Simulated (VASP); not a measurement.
# Pb (P6_3/mmc) in VASP: single point with PBE

Aim: the single point of Pb with PBE.

Everything below comes from runs of VASP 6.6.1. Logs are shortened: lines on timing, memory, paths and dates and some standing lists are left out, and cuts for length are marked.

### Step 1. The cell of the first run

Symmetry: P6_3/mmc, No. 194, hexagonal system. The conventional cell has a = 3.489 Å, b = 3.489 Å, c = 5.733 Å, α = 90.00°, β = 90.00°, γ = 120.00°. Pb (site symmetry -6m2) has 12 Pb at 3.49 to 3.50 Å within 4.6 Å.

### Step 2. Single point, PBE

INCAR

```
  ALGO = Normal
  EDIFF = 1E-6
  ENCUT = 520
  GGA = PE
  ISIF = 2
  ISMEAR = 0
  LASPH = T
  LCHARG = F
  LREAL = F
  LWAVE = F
  NBANDS = 21
  NELM = 100
  PREC = Accurate
  SIGMA = 0.1
```

KPOINTS

```
k-points
0
Gamma
  6 6 4
```

POSCAR

```
Pb
1.0
    3.4886579017      0.0000000000      0.0000000000
   -1.7443289508      3.0212663679      0.0000000000
    0.0000000000      0.0000000000      5.7330027493
Pb
2
Direct
    0.3333333333      0.6666666667      0.2500000000
    0.6666666667      0.3333333333      0.7500000000
```

Potentials or basis: VASP PAW PBE potentials, release 64 (Pb_d).

Launch:

```bash
$ cat potpaw_PBE.64/Pb_d/POTCAR > POTCAR
$ mpirun -np 1 vasp_std > vasp.out
```

OUTCAR:

```text
EDIFF = 1E-6
   ENCUT = 520
   GGA = PE
   ISIF = 2
   ISMEAR = 0
   LASPH = T
   LREAL = F
   NELM = 100
   PREC = Accurate

 ion  position               nearest neighbor table
   1  0.333  0.667  0.250-   2 3.50   2 3.50   2 3.50   2 3.50   2 3.50   2 3.50
   2  0.667  0.333  0.750-   1 3.50   1 3.50   1 3.50   1 3.50   1 3.50   1 3.50

  LATTYP: Found a hexagonal cell.
 ALAT       =     3.4886579017
 C/A-ratio  =     1.6433261474

  Lattice vectors:

 A1 = (   3.4886579017,   0.0000000000,   0.0000000000)
 A2 = (  -1.7443289508,   3.0212663679,   0.0000000000)
 A3 = (   0.0000000000,   0.0000000000,   5.7330027493)

Analysis of symmetry for initial positions (statically):
=====================================================================
 Subroutine PRICEL returns:
 Original cell was already a primitive cell.

 Routine SETGRP: Setting up the symmetry group for a
 hexagonal supercell.

 Subroutine GETGRP returns: Found 24 space group operations
 (whereof 12 operations were pure point group operations)
 out of a pool of 24 trial point group operations.

The static configuration has the point symmetry D_3d.
 The point group associated with its full space group is D_6h.

Analysis of symmetry for dynamics (positions and initial velocities):
=====================================================================
 Subroutine PRICEL returns:
 Original cell was already a primitive cell.

 Routine SETGRP: Setting up the symmetry group for a
 hexagonal supercell.

 Subroutine GETGRP returns: Found 24 space group operations
 (whereof 12 operations were pure point group operations)
 out of a pool of 24 trial point group operations.

The dynamic configuration has the point symmetry D_3d.
 The point group associated with its full space group is D_6h.

 Subroutine INISYM returns: Found 24 space group operations
 (whereof 12 operations are pure point group operations),
 and found     1 'primitive' translations

----------------------------------------------------------------------------------------

                                     Primitive cell

  volume of cell :      60.4268

  direct lattice vectors                    reciprocal lattice vectors
     3.488657902  0.000000000  0.000000000     0.286643181  0.165493518  0.000000000
[... 76 lines left out ...]
   ISPIN  =      1    spin polarized calculation?
   LNONCOLLINEAR =      F non collinear calculations
   LSORBIT =      F    spin-orbit coupling
   LASPH  =      T    aspherical Exc in radial PAW
   ENCUT  =  520.0 eV  38.22 Ry    6.18 a.u.   6.49  6.49 10.66*2*pi/ulx,y,z
   NELM   =    100;   NELMIN=  2; NELMDL= -5     # of ELM steps
   EDIFF  = 0.1E-05   stopping-criterion for ELM
   LREAL  =      F    real-space projection
   EDIFFG = 0.1E-04   stopping-criterion for IOM
   NSW    =      0    number of steps for IOM
   IBRION =     -1    ionic relax: 0-MD 1-quasi-New 2-CG
   NFREE  =      0    steps in history (QN), initial steepest desc. (CG)
   ISIF   =      2    stress and relaxation
   ISYM   =      2    0-nonsym 1-usesym 2-fastsym
   POTIM  = 0.5000    time-step for ionic-motion
   TEBEG  =    0.0;   TEEND  =   0.0 temperature during run
   PSTRESS=    0.0 pullay stress
   NELECT =      28.0000    total number of electrons
   NUPDOWN=      -1.0000    fix difference up-down
   EMIN   =  10.00;   EMAX   =-10.00  energy-range for DOS
   EFERMI =   0.00;   METHOD = LEGACY
   ISMEAR =     0;   SIGMA  =   0.10  broadening in eV -4-tet -1-fermi 0-gaus
   EFERMI_NEDOS =   21; number of points for ismear=-14 and -15
   IALGO  =     38    algorithm
   IMIX   =      4    mixing-type and parameters
     AMIX     =   0.40;   BMIX     =  1.00
     AMIX_MAG =   1.60;   BMIX_MAG =  1.00
  volume/ion in A,a.u.               =      30.21       203.89
  Fermi-wavevector in a.u.,A,eV,Ry     =   1.266828  2.393958 21.835354  1.604853
  Thomas-Fermi vector in A             =   2.400008
   LORBIT       =      0    0 simple, 1 ext, 2 COOP (PROOUT), +10 PAW based schemes
   GGA     = PE    functional components
   LHFCALC =     F    Hartree Fock is set to
   AEXX    =    0.0000 exact exchange contribution
   IVDW    =     0    specifies the selected vdW correction
   LEPSILON=     F    determine dielectric tensor
   LRPA    =     F    only Hartree local field effects (RPA)
 non-spin polarized calculation
 Gauss-broadening in eV      SIGMA  =   0.10
  energy-cutoff  :      520.00
  volume of cell :       60.43
 maximum number of plane-waves:      1665
 NGX is ok and might be reduce to    28
   NGX = 13   NGY = 13   NGZ = 21

 number of electron      28.0000003 magnetization

 Free energy of the ion-electron system (eV)
  ---------------------------------------------------
  ext. energy  EPLUGINS =         0.00000000
  ---------------------------------------------------
  free energy    TOTEN  =        -6.99629584 eV

  energy without entropy =       -6.98249840  energy(sigma->0) =       -6.98939712

 E-fermi :   7.2949     XC(G=0): -10.2014

 val. band max:        7.2528685657   @ k =   0.3333   0.0000   0.2500
 cond. band min:       7.3128301800   @ k =   0.3333   0.1667   0.2500
 fundamental gap:      0.0599616143
 Fermi energy:         7.2948937058

 k-point     1 :       0.0000    0.0000    0.0000
  band No.  band energies     occupation
      1      -9.7771      2.00000
      2      -9.7500      2.00000
      3      -9.7317      2.00000
      4      -9.7317      2.00000
      5      -9.7111      2.00000
      6      -9.7111      2.00000
[... 493 lines left out ...]
     20      16.2199      0.00000
     21      16.2355      0.00000

------------------------ aborting loop because EDIFF is reached ----------------------------------------

  FORCE on cell =-STRESS in cart. coord.  units (eV):
  Direction    XX          YY          ZZ          XY          YZ          ZX
  --------------------------------------------------------------------------------------
  -------------------------------------------------------------------------------------
  Total        1.0442408      1.0442408      1.0944532      0.0000000      0.0000000      0.0000000
  in kB       27.6873689     27.6873689     29.0187172      0.0000000      0.0000000      0.0000000
  external PRESSURE =      28.1311517 kB  Pullay stress =       0.0000000 kB

 VOLUME and BASIS-vectors are now :
 -----------------------------------------------------------------------------
  energy-cutoff  :      520.00
  volume of cell :       60.43
      direct lattice vectors                 reciprocal lattice vectors
     3.488657902  0.000000000  0.000000000     0.286643181  0.165493518  0.000000000
    -1.744328951  3.021266368  0.000000000     0.000000000  0.330987036  0.000000000
     0.000000000  0.000000000  5.733002749     0.000000000  0.000000000  0.174428662

 POSITION                                       TOTAL-FORCE (eV/Angst)
 -----------------------------------------------------------------------------------
     -0.00000      2.01418      1.43325        -0.000000      0.000000      0.000000
      1.74433      1.00709      4.29975         0.000000     -0.000000      0.000000
 -----------------------------------------------------------------------------------
    total drift:                               -0.000000      0.000000      0.000000

  FREE ENERGIE OF THE ION-ELECTRON SYSTEM (eV)
  ---------------------------------------------------
  free  energy   TOTEN  =        -6.9962958367 eV

  energy  without entropy=       -6.9824984048  energy(sigma->0) =       -6.98939712
```

OSZICAR:

```text
N       E                     dE             d eps       ncg     rms          rms(c)
DAV:   1     0.296429431689E+03    0.29643E+03   -0.14140E+04   887   0.161E+03
DAV:   2     0.149770647856E+02   -0.28145E+03   -0.27429E+03   907   0.415E+02
DAV:   3    -0.634543431004E+01   -0.21322E+02   -0.21134E+02  1056   0.140E+02
DAV:   4    -0.698674656167E+01   -0.64131E+00   -0.64103E+00  1050   0.274E+01
DAV:   5    -0.701949047054E+01   -0.32744E-01   -0.32743E-01  1245   0.568E+00    0.745E-01
DAV:   6    -0.700115091532E+01    0.18340E-01   -0.34738E-02  1235   0.250E+00    0.370E-01
DAV:   7    -0.699645998831E+01    0.46909E-02   -0.13308E-02  1217   0.155E+00    0.123E-01
DAV:   8    -0.699631027368E+01    0.14971E-03   -0.99353E-04  1220   0.436E-01    0.167E-02
DAV:   9    -0.699629643554E+01    0.13838E-04   -0.34905E-05  1203   0.925E-02    0.707E-03
DAV:  10    -0.699629583674E+01    0.59880E-06   -0.26522E-06   872   0.145E-02
   1 F= -.69962958E+01 E0= -.69893971E+01  d E =-.137974E-01
```

stdout:

```text
POSCAR found type information on POSCAR Pb
 POSCAR found :  1 types and       2 ions
 scaLAPACK will be used
 LDA part: xc-table for (Slater+PW92), standard interpolation
 POSCAR, INCAR and KPOINTS ok, starting setup
 FFT: planning ... GRIDC
 FFT: planning ... GRID_SOFT
 FFT: planning ... GRID
 WAVECAR not read
 entering main loop
```

Run time: 15 s. Hardware: 1 thread of Intel Xeon Platinum 8488C (Sapphire Rapids), shared host; peak memory 0.18 GiB.

Results:

```
Free energy            : -6.9963 eV
Pressure               : 2.8 GPa
Band gap on the k mesh : zero (band 14 reaches 12.98 eV, above the bottom of band 15 at 5.53 eV)
```

Levels at points of the mesh, in eV from the Fermi level:
```
           k point  band 12  band 13  band 14  band 15  band 16  band 17
(0.00, 0.00, 0.00)    -8.16    -4.20     5.69     5.69     7.45     7.45
(0.50, 0.00, 0.00)    -7.09    -2.94    -1.52    -0.47     1.76     2.13
(0.00, 0.00, 0.50)   -10.56     0.71     0.71     6.52     6.52     6.52
(0.50, 0.00, 0.50)    -7.50    -3.67    -3.67     3.48     3.48     3.53
```

Caveat: spin-orbit coupling is left out, which moves the levels of the heavy elements.
